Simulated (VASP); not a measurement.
# AlIr (Pm-3m) in VASP: notebook

Runs on AlIr. Level: LDA. Tasks: elastic constants.

Program: VASP 6.6.1. These are calculated values, not measurements. Logs are shortened: lines on timing, memory, paths and dates and some standing lists are left out, and cuts for length are marked.

**1. The cell of the first run**

The structure is cubic, space group Pm-3m (No. 221). The conventional cell has a = 2.970 Å, b = 2.970 Å, c = 2.970 Å, α = 90.00°, β = 90.00°, γ = 90.00°. Within 3.4 Å of Al (site symmetry m-3m) lie 8 Ir at 2.57 Å and 6 Al at 2.97 Å. Within 3.4 Å of Ir (site symmetry m-3m) lie 8 Al at 2.57 Å and 6 Ir at 2.97 Å.

**2. Elastic constants, LDA**

Contents of INCAR:

```
ALGO = Normal
EDIFF = 1E-8
ENCUT = 600
IBRION = 6
ISIF = 3
ISMEAR = -1
LASPH = T
LCHARG = T
LREAL = F
LWAVE = F
NBANDS = 13
NELM = 80
NFREE = 2
NSW = 1
POTIM = 0.015
PREC = Accurate
SIGMA = 0.1
```

Contents of KPOINTS:

```
k-points
0
Gamma
  14 14 14
```

Contents of POSCAR:

```
AlIr
1.0
    2.9697314270      0.0000000000      0.0000000000
    0.0000000000      2.9697314270      0.0000000000
    0.0000000000      0.0000000000      2.9697314270
Al Ir
1 1
Direct
    0.0000000000      0.0000000000      0.0000000000
    0.5000000000      0.5000000000      0.5000000000
```

Potentials or basis: VASP PAW LDA potentials, release 64 (Al, Ir).

Started as:

```
cat potpaw_LDA.64/Al/POTCAR potpaw_LDA.64/Ir/POTCAR > POTCAR
mpirun -np 1 vasp_std > vasp.out
```

OUTCAR:

```text
EDIFF = 1E-8
   ENCUT = 600
   IBRION = 6
   ISIF = 3
   ISMEAR = -1
   LASPH = T
   LREAL = F
   NELM = 80
   NFREE = 2
   NSW = 1
   POTIM = 0.015
   PREC = Accurate

 ion  position               nearest neighbor table
   1  0.000  0.000  0.000-   2 2.57   2 2.57   2 2.57   2 2.57   2 2.57   2 2.57   2 2.57   2 2.57

   2  0.500  0.500  0.500-   1 2.57   1 2.57   1 2.57   1 2.57   1 2.57   1 2.57   1 2.57   1 2.57

  LATTYP: Found a simple cubic cell.
 ALAT       =     2.9697314270

  Lattice vectors:

 A1 = (   2.9697314270,   0.0000000000,   0.0000000000)
 A2 = (   0.0000000000,   2.9697314270,   0.0000000000)
 A3 = (   0.0000000000,   0.0000000000,   2.9697314270)

Analysis of symmetry for initial positions (statically):
=====================================================================
 Subroutine PRICEL returns:
 Original cell was already a primitive cell.

 Routine SETGRP: Setting up the symmetry group for a
 simple cubic supercell.

 Subroutine GETGRP returns: Found 48 space group operations
 (whereof 48 operations were pure point group operations)
 out of a pool of 48 trial point group operations.

The static configuration has the point symmetry O_h .

Analysis of symmetry for dynamics (positions and initial velocities):
=====================================================================
 Subroutine PRICEL returns:
 Original cell was already a primitive cell.

 Routine SETGRP: Setting up the symmetry group for a
 simple cubic supercell.

 Subroutine GETGRP returns: Found 48 space group operations
 (whereof 48 operations were pure point group operations)
 out of a pool of 48 trial point group operations.

The dynamic configuration has the point symmetry O_h .

 Subroutine INISYM returns: Found 48 space group operations
[... 717 lines left out ...]
      3       6.1835      2.00000
      4       7.2304      2.00000
      5       7.6940      2.00000
      6       8.6442      2.00000
      7      11.8820      0.00068
      8      15.5239      0.00000
      9      18.4141      0.00000
     10      20.3570      0.00000
     11      22.2766      0.00000
     12      23.9193      0.00000
     13      25.8405      0.00000

 [... further k-points ...]

------------------------ aborting loop because EDIFF is reached ----------------------------------------

  FORCE on cell =-STRESS in cart. coord.  units (eV):
  Direction    XX          YY          ZZ          XY          YZ          ZX
  --------------------------------------------------------------------------------------
  -------------------------------------------------------------------------------------
  Total        0.2112371      0.2138411      0.2138411      0.0000000      0.0000000     -0.0000000
  in kB       12.9219863     13.0812775     13.0812775      0.0000000      0.0000000     -0.0000000
  external PRESSURE =      13.0281804 kB  Pullay stress =       0.0000000 kB
[... 17 lines left out ...]
  FREE ENERGIE OF THE ION-ELECTRON SYSTEM (eV)
  ---------------------------------------------------
  free  energy   TOTEN  =       -16.4652540125 eV

  energy  without entropy=      -16.4479950133  energy(sigma->0) =      -16.45662451

 INTERNAL STRAIN TENSORS FROM STRAINED CELLS
 ============================================

 INTERNAL STRAIN TENSOR FOR ION    1 for displacements in x,y,z  (eV/Angst):
          X           Y           Z          XY          YZ          ZX
  --------------------------------------------------------------------------------
  x     0.00000     0.00000     0.00000     0.00000     0.00000    -0.00000
  y     0.00000     0.00000     0.00000     0.00000     0.00000     0.00000
  z     0.00000     0.00000     0.00000     0.00000     0.00000     0.00000

 INTERNAL STRAIN TENSORS FROM DISPLACED ATOMS
 ============================================

 INTERNAL STRAIN TENSOR FOR ION    1 for displacements in x,y,z  (eV/Angst):
          X           Y           Z          XY          YZ          ZX
  --------------------------------------------------------------------------------
  x     0.00000     0.00000     0.00000     0.00000     0.00000     0.00000
  y     0.00000     0.00000     0.00000     0.00000     0.00000     0.00000
  z     0.00000     0.00000     0.00000     0.00000     0.00000     0.00000

 INTERNAL STRAIN TENSOR FOR ION    2 for displacements in x,y,z  (eV/Angst):
          X           Y           Z          XY          YZ          ZX
  --------------------------------------------------------------------------------
  x     0.00000     0.00000     0.00000     0.00000     0.00000     0.00000
  y     0.00000     0.00000     0.00000     0.00000     0.00000     0.00000
  z     0.00000     0.00000     0.00000     0.00000     0.00000     0.00000

 Eigenvectors and eigenvalues of the dynamical matrix
 ----------------------------------------------------

   1 f  =    8.948173 THz    56.223028 2PiTHz  298.478916 cm-1    37.006652 meV
             X         Y         Z           dx          dy          dz
      0.000000  0.000000  0.000000    -0.000000    0.936441   -0.000000
      1.484866  1.484866  1.484866     0.000000   -0.350824    0.000000
[... 21 lines left out ...]
   6 f/i=    0.000144 THz     0.000906 2PiTHz    0.004810 cm-1     0.000596 meV
             X         Y         Z           dx          dy          dz
      0.000000  0.000000  0.000000    -0.350053    0.023242   -0.000000
      1.484866  1.484866  1.484866    -0.934384    0.062038    0.000000

--------------------------------------------------------------------------------------------------------

 ELASTIC MODULI CONTR FROM IONIC RELAXATION (kBar)
 Direction    XX          YY          ZZ          XY          YZ          ZX
 --------------------------------------------------------------------------------
 XX           0.0000      0.0000      0.0000      0.0000      0.0000      0.0000
 YY           0.0000      0.0000      0.0000      0.0000      0.0000      0.0000
 ZZ           0.0000      0.0000      0.0000      0.0000      0.0000      0.0000
 XY           0.0000      0.0000      0.0000      0.0000      0.0000      0.0000
 YZ           0.0000      0.0000      0.0000      0.0000      0.0000      0.0000
 ZX           0.0000      0.0000      0.0000      0.0000      0.0000      0.0000
 --------------------------------------------------------------------------------

 TOTAL ELASTIC MODULI (kBar)
 Direction    XX          YY          ZZ          XY          YZ          ZX
 --------------------------------------------------------------------------------
 XX        3603.9965   2155.5115   2155.5115      0.0000      0.0000      0.0000
 YY        2155.5115   3603.9965   2155.5115      0.0000     -0.0000      0.0000
 ZZ        2155.5115   2155.5115   3603.9965      0.0000     -0.0000     -0.0000
 XY           0.0000      0.0000      0.0000   1437.2402      0.0000      0.0000
 YZ           0.0000     -0.0000     -0.0000      0.0000   1437.2402      0.0000
 ZX           0.0000      0.0000     -0.0000      0.0000      0.0000   1437.2402
 --------------------------------------------------------------------------------
```

OSZICAR:

```text
N       E                     dE             d eps       ncg     rms          rms(c)
DAV:   1     0.646982247937E+02    0.64698E+02   -0.58177E+03  3120   0.940E+02
DAV:   2    -0.146348491689E+02   -0.79333E+02   -0.70143E+02  3195   0.209E+02
[... 181 lines left out ...]
DAV:   1    -0.164635377330E+02    0.17163E-02   -0.24549E+00  7813   0.840E+00    0.216E-01
DAV:   2    -0.164657340372E+02   -0.21963E-02   -0.28409E-02  9845   0.149E+00    0.145E-01
DAV:   3    -0.164653861867E+02    0.34785E-03   -0.71116E-04  8983   0.196E-01    0.761E-02
DAV:   4    -0.164652593788E+02    0.12681E-03   -0.39500E-04  9018   0.117E-01    0.135E-02
DAV:   5    -0.164652549530E+02    0.44257E-05   -0.11361E-05  8713   0.250E-02    0.697E-03
DAV:   6    -0.164652540047E+02    0.94836E-06   -0.46135E-06  9293   0.133E-02    0.154E-03
DAV:   7    -0.164652540125E+02   -0.78061E-08   -0.96524E-08  8681   0.235E-03
  17 F= -.16465254E+02 E0= -.16456625E+02  d E =-.172590E-01
```

stdout:

```text
POSCAR found type information on POSCAR AlIr
 POSCAR found :  2 types and       2 ions
 scaLAPACK will be used
 LDA part: xc-table for (Slater(with rela. corr.)+CA(PZ))
 , standard interpolation
 POSCAR, INCAR and KPOINTS ok, starting setup
 FFT: planning ... GRIDC
 FFT: planning ... GRID_SOFT
 FFT: planning ... GRID
 WAVECAR not read
 entering main loop
 Found     2 degrees of freedom:
 Adding 6 more for cell shape distortion
 Finite differences POTIM= 0.01500 DOF=   8
 bond charge predicted
 Finite differences progress:
 bond charge predicted
 Finite differences progress:
 bond charge predicted
 Finite differences progress:
 bond charge predicted
 Finite differences progress:
 bond charge predicted
 Finite differences progress:
 bond charge predicted
 Finite differences progress:
 bond charge predicted
 Finite differences progress:
 bond charge predicted
 Finite differences progress:
 bond charge predicted
 Finite differences progress:
 bond charge predicted
 Finite differences progress:
 bond charge predicted
 Finite differences progress:
 bond charge predicted
 Finite differences progress:
 bond charge predicted
 Finite differences progress:
 bond charge predicted
 Finite differences progress:
 bond charge predicted
 Finite differences progress:
 bond charge predicted
 Finite differences progress:
```

It took 26 min on 1 thread of AMD EPYC 7R13, shared host; peak memory 0.65 GiB.

Results:

```
Elastic constants C11, C12, C44 : 360, 216, 144 GPa
Voigt bulk modulus              : 264 GPa
Highest phonon frequency at Γ   : 298 cm⁻¹
```

Phonon frequencies in cm⁻¹ (negative: imaginary):
```csv
q point,frequencies
"(0.000, 0.000, 0.000)",0 0 0 298 298 298
```

Elastic tensor in Voigt notation (GPa, in the Cartesian axes of the cell as first typed):
```
360 216 216   0   0   0
216 360 216   0   0   0
216 216 360   0   0   0
  0   0   0 144   0   0
  0   0   0   0 144   0
  0   0   0   0   0 144
```

Clamped-ion elastic tensor (GPa):
```
360 216 216   0   0   0
216 360 216   0   0   0
216 216 360   0   0   0
  0   0   0 144   0   0
  0   0   0   0 144   0
  0   0   0   0   0 144
```

Caveat: the cell is under stress, which shifts elastic constants; spin-orbit coupling is left out, which moves the levels of the heavy elements.

**3. Elastic constants, LDA**

Contents of INCAR:

```
SYSTEM = AlIr
  ALGO = Normal
  EDIFF = 1E-8
  ENCUT = 600
  IBRION = 6
  ISIF = 3
  ISMEAR = -1
  LASPH = .True.
  LCHARG = .False.
  LREAL = .False.
  LWAVE = .False.
  NBANDS = 13
  NELM = 60
  NFREE = 2
  NSW = 1
  POTIM = 0.015
  PREC = Accurate
  SIGMA = 0.1
```

Contents of KPOINTS:

```
k-points
0
Gamma
  14 14 14
  0 0 0
```

POSCAR is that of step 2.

Potentials or basis: VASP PAW LDA potentials, release 64 (Al, Ir).

Started as:

```
cat potpaw_LDA.64/Al/POTCAR potpaw_LDA.64/Ir/POTCAR > POTCAR
mpirun -np 1 vasp_std > vasp.out
```

It took 27 min on 1 thread of AMD EPYC 7R13, shared host; peak memory 0.65 GiB.

Results (log left out):

| Quantity | Value |
| --- | --- |
| Elastic constants C11, C12, C44 | 360, 216, 144 GPa |
| Voigt bulk modulus | 264 GPa |
| Highest phonon frequency at Γ | 298 cm⁻¹ |

Phonon frequencies in cm⁻¹ (negative: imaginary):
```
              q point        frequencies
(0.000, 0.000, 0.000)  0 0 0 298 298 298
```

Elastic tensor in Voigt notation (GPa, in the Cartesian axes of the cell as first typed):
```
360 216 216   0   0   0
216 360 216   0   0   0
216 216 360   0   0   0
  0   0   0 144   0   0
  0   0   0   0 144   0
  0   0   0   0   0 144
```

Clamped-ion elastic tensor (GPa):
```
360 216 216   0   0   0
216 360 216   0   0   0
216 216 360   0   0   0
  0   0   0 144   0   0
  0   0   0   0 144   0
  0   0   0   0   0 144
```

Caveat: the cell is under stress, which shifts elastic constants; spin-orbit coupling is left out, which moves the levels of the heavy elements.
